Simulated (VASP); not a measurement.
A run of VASP 6.6.1:

File INCAR:

```
SYSTEM = CaC
PREC = Accurate
ENCUT = 520
EDIFF = 1E-6
ISMEAR = 0
SIGMA = 0.1
LREAL = .FALSE.
LASPH = .TRUE.
NELM = 100
ALGO = Normal
ISIF = 2
LWAVE = .FALSE.
LCHARG = .FALSE.
GGA = PE
NBANDS = 14
```

KPOINTS

```
Automatic mesh
0
G
  18 18 18
  0 0 0
```

POSCAR

```
CaC
1.0
    0.0000000000      2.6131292802      2.6131292802
    2.6131292802      0.0000000000      2.6131292802
    2.6131292802      2.6131292802      0.0000000000
Ca C
1 1
Direct
    0.5000000000      0.5000000000      0.5000000000
    0.0000000000      0.0000000000      0.0000000000
```

Potentials or basis: VASP PAW PBE potentials, release 64 (Ca_sv, C).

The run is started by

```bash
$ cat potpaw_PBE.64/Ca_sv/POTCAR potpaw_PBE.64/C/POTCAR > POTCAR
$ mpirun -np 1 vasp_std > vasp.out
```

Hardware: 1 thread of Intel(R) Xeon(R) Platinum 8259CL CPU @ 2.50GHz (Skylake/Cascade Lake), with other jobs on the host.

**Question.** Estimate the wall time of this run.

**Answer.** It took 62 s on 1 thread of Intel(R) Xeon(R) Platinum 8259CL CPU @ 2.50GHz (Skylake/Cascade Lake), with other jobs on the host, peak memory 0.23 GiB. Counts: scf iterations 12, k points 195.
